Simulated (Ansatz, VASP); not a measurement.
**Cs: VASP beside Ansatz**

The input INCAR:

```
SYSTEM = Cs
PREC = Accurate
ENCUT = 520
EDIFF = 1E-7
ISMEAR = 0
SIGMA = 0.1
LREAL = .FALSE.
LASPH = .TRUE.
NELM = 100
ALGO = Fast
ISIF = 2
LWAVE = .FALSE.
LCHARG = .FALSE.
LDIPOL = .TRUE.
IDIPOL = 3
DIPOL = 0.5 0.5 0.500
GGA = PE
NBANDS = 20
```

File KPOINTS:

```
Automatic mesh
0
G
  7 7 1
  0 0 0
```

The input POSCAR:

```
Cs
1.0
    5.3329192166      0.0000000000      0.0000000000
   -1.7776397389      5.0279244554      0.0000000000
    0.0000000000      0.0000000000     23.7086206134
Cs
3
Direct
    0.5000000000      0.5000000000      0.3163406308
    0.0000000000      0.0000000000      0.5000000000
    0.5000000000      0.5000000000      0.6836593692
```

Input for Ansatz:

```yaml
crystal:
  lattice:
    - [5.3329192166, 0.0, 0.0]
    - [-1.7776397389, 5.0279244554, 0.0]
    - [0.0, 0.0, 23.7086206134]
  atoms:
    - { symbol: Cs, position: [0.5, 0.5, 0.3163406308] }
    - { symbol: Cs, position: [0.0, 0.0, 0.5] }
    - { symbol: Cs, position: [0.5, 0.5, 0.6836593692] }
basis:
  ecutwfc: 420
kpoints:
  mp_grid: { grid: [7, 7, 1] }
hamiltonian:
  xc: pbe
scf:
  occupations: { method: gaussian, width: 0.1 }
output:
  forces: true
  stress: true
  eigenvalues: true
  write_density: true
  write_potential: true
  elf: true
  volumetric_format: npy
efield:
  axis: 3
  dipole_correction: true
  ramp_width: 0.04
```

Alike in both runs: task single point; functional PBE; k mesh 7 × 7 × 1; occupations gaussian, width 0.1 eV; no spin polarisation.

|  | VASP | Ansatz |
| --- | --- | --- |
| version | VASP 6.6.1 | Ansatz 0.2.0 |
| potentials or method | VASP PAW PBE potentials, release 64 (Cs_sv), cutoff 520 eV | scalar-relativistic, plane waves, PAW |
| valence electrons in the cell | 27 | 27 |

|  | VASP | Ansatz | Ansatz less VASP |
| --- | --- | --- | --- |
| gap on the k mesh at the Fermi level (eV) | none | none | - |
| rms of the force components (eV/Å) | 0.003 | 0.003 | -0.0001 |

Atom by atom the forces differ by 0.000 eV/Å (rms over components). A gap of «none» marks a metal or a gap that the smearing closes. With one functional, cell and mesh, what is left measures potentials, basis and numerics. Ansatz's warnings: vacuum density over bound, xc potential rough in thin density.

Neither program's run includes spin-orbit coupling.
